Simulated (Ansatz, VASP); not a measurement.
**One calculation of P, two programs**

INCAR

```
SYSTEM = P
PREC = Accurate
ENCUT = 520
EDIFF = 1E-7
ISMEAR = -1
SIGMA = 0.1
LREAL = .FALSE.
LASPH = .TRUE.
NELM = 60
ALGO = Normal
ISIF = 2
LWAVE = .FALSE.
LCHARG = .FALSE.
NBANDS = 8
```

KPOINTS

```
regular mesh
0
G
  17 17 17
  0 0 0
```

The input POSCAR:

```
P
1.0
    0.0000000000      1.7394089844      1.7394089844
    1.7394089844      0.0000000000      1.7394089844
    1.7394089844      1.7394089844      0.0000000000
P
1
Direct
    0.0000000000      0.0000000000      0.0000000000
```

Input for Ansatz:

```yaml
crystal:
  lattice:
    - [0.0, 1.7394089844, 1.7394089844]
    - [1.7394089844, 0.0, 1.7394089844]
    - [1.7394089844, 1.7394089844, 0.0]
  atoms:
    - { symbol: P, position: [0.0, 0.0, 0.0] }
kpoints:
  mp_grid: { grid: [17, 17, 17] }
scf:
  occupations: { method: fermi_dirac, width: 0.1 }
hamiltonian:
  xc: lda
  pseudopotentials: { kind: paw }
output:
  forces: true
  stress: true
  eigenvalues: true
  populations: true
```

Change from the starting cell: volume scaled by 0.76, PAW files.

Alike in both runs: task single point; functional LDA; k mesh 17 × 17 × 17; occupations fermi-dirac, width 0.1 eV; no spin polarisation.

|  | VASP | Ansatz |
| --- | --- | --- |
| version | VASP 6.6.1 | Ansatz 0.2.0 |
| potentials or method | VASP PAW LDA potentials, release 64 (P) | PAW with Ansatz's default frozen-core files, scalar-relativistic |
| plane-wave cutoff (eV) | 520 | 420 |
| valence electrons in the cell | 5 | 5 |

|  | VASP | Ansatz | Ansatz less VASP |
| --- | --- | --- | --- |
| pressure (GPa) | 48.9 | 49.4 | +0.45 |

LDA's correlation is that of Perdew and Zunger in VASP and of Perdew and Wang (1992) in Ansatz. Both programs put the cell under a high pressure, so it lies far from rest at this level.
